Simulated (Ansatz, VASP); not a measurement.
**AlAs3: VASP beside Ansatz**

Contents of INCAR:

```
PREC = Accurate
ENCUT = 600
EDIFF = 1E-7
ISMEAR = 0
SIGMA = 0.1
LREAL = F
LASPH = T
NELM = 100
ALGO = Normal
ISIF = 3
LWAVE = F
LCHARG = F
GGA = PE
IBRION = 2
NSW = 90
EDIFFG = -0.04
```

Contents of KPOINTS:

```
Automatic mesh
0
Gamma
  6 6 4
```

The input POSCAR:

```
AlAs3
1.0
    5.2907209132      0.0000000000      0.0000000000
   -2.6453604566      4.5818987151      0.0000000000
    0.0000000000      0.0000000000      7.2752033039
Al As
2 6
Direct
    0.6666666667      0.3333333333      0.2500000000
    0.3333333333      0.6666666667      0.7500000000
    0.2735761187      0.2735761187      0.0000000000
    0.7264238813      0.7264238813      0.5000000000
    0.2735761187      0.0000000000      0.5000000000
    0.0000000000      0.7264238813      0.0000000000
    0.7264238813      0.0000000000      0.0000000000
    0.0000000000      0.2735761187      0.5000000000
```

Input for Ansatz:

```yaml
crystal:
  lattice:
    - [5.2907209132, 0.0, 0.0]
    - [-2.6453604566, 4.5818987151, 0.0]
    - [0.0, 0.0, 7.2752033039]
  atoms:
    - { symbol: Al, position: [0.6666666667, 0.3333333333, 0.25] }
    - { symbol: Al, position: [0.3333333333, 0.6666666667, 0.75] }
    - { symbol: As, position: [0.2735761187, 0.2735761187, 0.0] }
    - { symbol: As, position: [0.7264238813, 0.7264238813, 0.5] }
    - { symbol: As, position: [0.2735761187, 0.0, 0.5] }
    - { symbol: As, position: [0.0, 0.7264238813, 0.0] }
    - { symbol: As, position: [0.7264238813, 0.0, 0.0] }
    - { symbol: As, position: [0.0, 0.2735761187, 0.5] }
basis:
  ecutwfc: 420
kpoints:
  mp_grid: { grid: [6, 6, 4] }
hamiltonian:
  xc: pbe
scf:
  occupations: { method: gaussian, width: 0.1 }
  lower_state_search: "off"
output:
  forces: true
  stress: true
  eigenvalues: true
relax:
  adjacent_minimum: "off"
  f_tol: 0.04
  max_steps: 70
  cell: { stress_tol: 0.4 }
```

Change from the starting cell: species swapped into the PI3 type (P6_3, No. 173).

Alike in both runs: task relaxation of cell and atoms; functional PBE; k mesh 6 × 6 × 4; occupations gaussian, width 0.1 eV; no spin polarisation.

|  | VASP | Ansatz |
| --- | --- | --- |
| version | VASP 6.6.1 | Ansatz 0.2.0 |
| potentials or method | VASP PAW PBE potentials, release 64 (Al, As), cutoff 600 eV | scalar-relativistic, plane waves, PAW |
| valence electrons in the cell | 36 | 96 |

Ansatz gave:

- gap on the k mesh at the Fermi level, each at its own relaxed structure (eV): none
- relaxed volume (Å³/atom): 21.86
- relaxed length of the cell vector where the two differ most in proportion (Å): 5.259

Q: What did VASP give for the same quantities?

A: gap on the k mesh at the Fermi level, each at its own relaxed structure (eV): none; relaxed volume (Å³/atom): 21.99; relaxed length of the cell vector where the two differ most in proportion (Å): 5.285.

A gap of «none» marks a metal or a gap that the smearing closes. VASP's potentials hold 36 valence electrons a cell and Ansatz's 96, so a difference there can come from the potentials and not from the codes.
